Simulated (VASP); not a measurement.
Here is a VASP 6.6.1 calculation.

File INCAR:

```
ALGO = Normal ; EDIFF = 1E-6
ENCUT = 500 ; GGA = RE
GGA_COMPAT = F ; ISIF = 2
ISMEAR = 0 ; IVDW = 12
LASPH = T ; LCHARG = F
LREAL = F ; LWAVE = F
NBANDS = 14 ; NELM = 120
PREC = Accurate ; SIGMA = 0.01
```

File KPOINTS:

```
k-points
0
Gamma
  6 6 6
```

File POSCAR:

```
NaI
1.0
    4.4836020958      0.0000000000      0.0000000000
    2.2418010479      3.8829133154      0.0000000000
    2.2418010479      1.2943044385      3.6608457815
Na I
1 1
Direct
    0.0000000000      0.0000000000      0.0000000000
    0.5000000000      0.5000000000      0.5000000000
```

Potentials or basis: VASP PAW PBE potentials, release 64 (Na_pv, I).

The run is started by

```console
$ cat potpaw_PBE.64/Na_pv/POTCAR potpaw_PBE.64/I/POTCAR > POTCAR
$ mpirun -np 1 vasp_std > vasp.out
```

Problem. What does it give for the band gap on the k mesh?

Solution. 4.03 eV.

Problem. Predict the pressure.

Solution. 0.0 GPa.

Problem. What does it give for the dispersion energy per atom?

Solution. -0.509 eV.

Caveat: the PAW data sets were made with another functional, which shifts forces and pressure a little; spin-orbit coupling is left out, which moves the levels of the heavy elements.
